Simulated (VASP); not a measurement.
NaH:

```
Na H
1.0
     3.41517    0.00000    0.00000
    -1.70759    2.95763    0.00000
     0.00000    0.00000    5.57697
Na H
2 2
Direct
  0.00000 0.00000 0.00000
  0.00000 0.00000 0.50000
  0.33333 0.66667 0.25000
  0.66667 0.33333 0.75000
```

```yaml
Program: VASP 6.6.1
Task: relaxation of cell and atoms
Functional: PBE
Potentials_or_basis: VASP PAW PBE potentials, release 64 (Na_pv, H)
Cutoff: 600 eV
k_mesh: 9 × 9 × 6
Occupations: gaussian, width 0.02 eV
Spin: no spin polarisation
```

At the start: pressure 0.5 GPa; volume 14.08 Å³/atom.

Problem. How do energy, volume and symmetry change on relaxing?

Solution. Over 4 steps the energy falls by 12.7 meV/atom and the volume is 14.32 Å³/atom (+1.6 %); space group P6_3/mmc (No. 194, to 0.05 Å).

Step by step:
```
step  energy change (eV)  largest force (eV/Å)  pressure (GPa)  volume (Å³)
   1              0.0000                0.0000            0.45        56.33
   2             -0.0271                0.0000            0.24        56.65
   3             -0.0474                0.0000           -0.22        57.47
   4             -0.0507                0.0000           -0.04        57.26
```

Final structure:
```yaml
crystal:
  lattice:
    - [3.35008, 0.00000, 0.00000]
    - [-1.67504, 2.90126, 0.00000]
    - [0.00000, 0.00000, 5.89134]
  atoms:
    - { symbol: Na, position: [0.00000, 0.00000, 0.00000] }
    - { symbol: Na, position: [0.00000, 0.00000, 0.50000] }
    - { symbol: H, position: [0.33333, 0.66667, 0.25000] }
    - { symbol: H, position: [0.66667, 0.33333, 0.75000] }
```
